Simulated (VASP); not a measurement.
Wanted: the native input for a VASP 6.6.1 run.

* Task: relaxation of cell and atoms
* Functional: PBE
* Potentials or basis: VASP PAW PBE potentials, release 64 (K_sv, Zn, F)
* Cutoff: 600 eV
* k mesh: 4 × 3 × 2
* Occupations: gaussian, width 0.15 eV
* Spin: no spin polarisation
* Dipole correction: no
* Further INCAR settings: ALGO = Normal; EDIFF = 1e-07; IBRION = 2; EDIFFG = -0.08; NSW = 36; ISIF = 3

The structure of KZnF3 lies in POSCAR:

```
KZnF3
1.0
    3.5700203800      0.0000000000      0.0000000000
    1.3674837300      3.9704567400      0.0000000000
    0.1941857200      0.0532609000      6.3995908800
K Zn F
1 1 3
Direct
    0.0000000000      0.0000000000      0.0000000000
    0.0000000000      0.0000000000      0.5000000000
    0.0000000000      0.5000000000      0.0000000000
    0.7816648300      0.6660594900      0.3699994400
    0.2183351700      0.3339405100      0.6300005600
```

The cell was generated, and may not be a known phase.

The input as run:

INCAR

```
PREC = Accurate
ENCUT = 600
EDIFF = 1E-7
ISMEAR = 0
SIGMA = 0.15
LREAL = False
LASPH = True
NELM = 120
ALGO = Normal
ISIF = 3
LWAVE = False
LCHARG = False
GGA = PE
IBRION = 2
NSW = 36
EDIFFG = -0.08
GGA_COMPAT = False
NELMIN = 4
```

KPOINTS

```
regular mesh
0
Gamma
  4 3 2
```

Potentials or basis: VASP PAW PBE potentials, release 64 (K_sv, Zn, F).

The run is started by

```sh
$ cat potpaw_PBE.64/K_sv/POTCAR potpaw_PBE.64/Zn/POTCAR potpaw_PBE.64/F/POTCAR > POTCAR
$ mpirun -np 1 vasp_std > vasp.out
```

Results of the run:

| Property | Result |
| --- | --- |
| Relaxed volume | 17.02 Å³/atom |
| Relaxed cell | a = 3.068 Å, b = 4.961 Å, c = 7.117 Å, α = 78.87°, β = 92.41°, γ = 54.65° |
| Space group after relaxing (to 0.1 Å) | P-1 (No. 2) |
| Energy gained by relaxing | 562.4 meV/atom |
| Ionic steps | 27 |
| Pressure after relaxing | 0.2 GPa |
| Largest force after relaxing | 0.061 eV/Å |
| Band gap on the k mesh | 1.02 eV |

Caveat: the k points lie up to 0.54 Å⁻¹ apart in the final cell; a cell axis changed by over 15 % at a fixed basis, so the end point is rough; the relaxation stopped at a loose force limit of 0.08 eV/Å, so its end isn't a converged minimum.

Run time: 28 min on 1 thread of Intel Xeon 8259CL, with other jobs on the host, peak memory 0.24 GiB.
